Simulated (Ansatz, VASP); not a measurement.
# Cd: VASP beside Ansatz

```xyz
2
Lattice="2.9789 0.0000 0.0000 -1.4894 2.5798 0.0000 0.0000 0.0000 5.8424" Properties=species:S:1:pos:R:3 pbc="T T T"
Cd    1.4894    0.8599    4.3818
Cd    0.0000    1.7199    1.4606
```

Alike in both runs: functional PBE; k mesh 9 × 9 × 4; occupations fermi-dirac, width 0.05 eV; no spin polarisation.

```csv
,VASP,Ansatz
version,VASP 6.6.1,Ansatz 0.2.0
potentials or method,"VASP PAW PBE potentials, release 64 (Cd)",Ansatz PAW
plane-wave cutoff (eV),520,420
valence electrons in the cell,24,40
task,single point,band structure
```

VASP gave:

- gap on the k mesh at the Fermi level (eV): none
- pressure (GPa): 1.8
- traceless stress, the component that is largest in VASP (GPa): 1.52

**Question.** Which values does Ansatz return?

**Answer.** gap on the k mesh at the Fermi level (eV): none; pressure (GPa): 1.4; traceless stress, the component that is largest in VASP (GPa): 1.65.

A gap of «none» marks a metal or a gap that the smearing closes. With one functional, cell and mesh, what is left measures potentials, basis and numerics. VASP's potentials hold 24 valence electrons a cell and Ansatz's 40, so a difference there can come from the potentials and not from the codes.
